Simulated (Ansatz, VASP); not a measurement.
# Two plane-wave programs on MgO

INCAR

```
SYSTEM = MgO
ALGO     = Normal         ! electronic algorithm
EDIFF    = 1E-6           ! SCF threshold, eV
ENCUT    = 840            ! plane-wave cutoff, eV
GGA_COMPAT= .FALSE.      
ISIF     = 2              ! what is computed and relaxed
ISMEAR   = 0              ! smearing method
LASPH    = .TRUE.         ! aspherical terms in the spheres
LCHARG   = .FALSE.        ! write CHGCAR
LREAL    = .FALSE.        ! projectors in reciprocal space
LWAVE    = .FALSE.        ! write WAVECAR
NBANDS   = 15             ! bands
NELM     = 120            ! most SCF steps
PREC     = Accurate       ! precision mode
SIGMA    = 0.05           ! smearing width, eV
```

KPOINTS

```
k-points
0
G
  9 9 8
  0 0 0
```

Contents of POSCAR:

```
MgO
1.0
    2.9380209034      0.0000000000      0.0000000000
   -1.4690104517      2.5444007392      0.0000000000
    0.0000000000      0.0000000000      2.6796800000
Mg O
1 1
Direct
    0.0000000000      0.0000000000      0.0000000000
    0.3333333333      0.6666666667      0.4813410556
```

Input for Ansatz:

```yaml
crystal:
  lattice:
    - [2.9380209034, 0.0, 0.0]
    - [-1.4690104517, 2.5444007392, 0.0]
    - [0.0, 0.0, 2.67968]
  atoms:
    - { symbol: Mg, position: [0.0, 0.0, 0.0] }
    - { symbol: O, position: [0.3333333333, 0.6666666667, 0.4813410556] }
basis:
  ecutwfc: 420
kpoints:
  mp_grid: { grid: [9, 9, 8] }
hamiltonian:
  xc: lda
scf:
  occupations: { method: gaussian, width: 0.05 }
output:
  forces: true
  stress: true
  eigenvalues: true
```

Change from the starting cell: all O atoms moved +0.050 Å, as atom 2 towards its neighbour atom 2 (O) at 2.680 Å.

Alike in both runs: task single point; functional LDA; k mesh 9 × 9 × 8; occupations gaussian, width 0.05 eV; no spin polarisation.

```csv
,VASP,Ansatz
version,VASP 6.6.1,Ansatz 0.2.0
potentials or method,"VASP PAW LDA potentials, release 64 (Mg_sv, O), cutoff 840 eV","scalar-relativistic, plane waves, PAW"
valence electrons in the cell,16,16
```

|  | VASP | Ansatz | Ansatz less VASP |
| --- | --- | --- | --- |
| gap on the k mesh at the Fermi level (eV) | 2.96 | 2.94 | -0.013 |
| least direct gap on the mesh (eV) | 3.36 | 3.35 | -0.011 |
| pressure (GPa) | -8.8 | -9.2 | -0.33 |
| traceless stress, the component that is largest in VASP (GPa) | -0.68 | -0.79 | -0.105 |
| rms of the force components (eV/Å) | 0.086 | 0.082 | -0.0046 |

LDA's correlation is that of Perdew and Zunger in VASP and of Perdew and Wang (1992) in Ansatz. Atom by atom the forces differ by 0.005 eV/Å (rms over components).
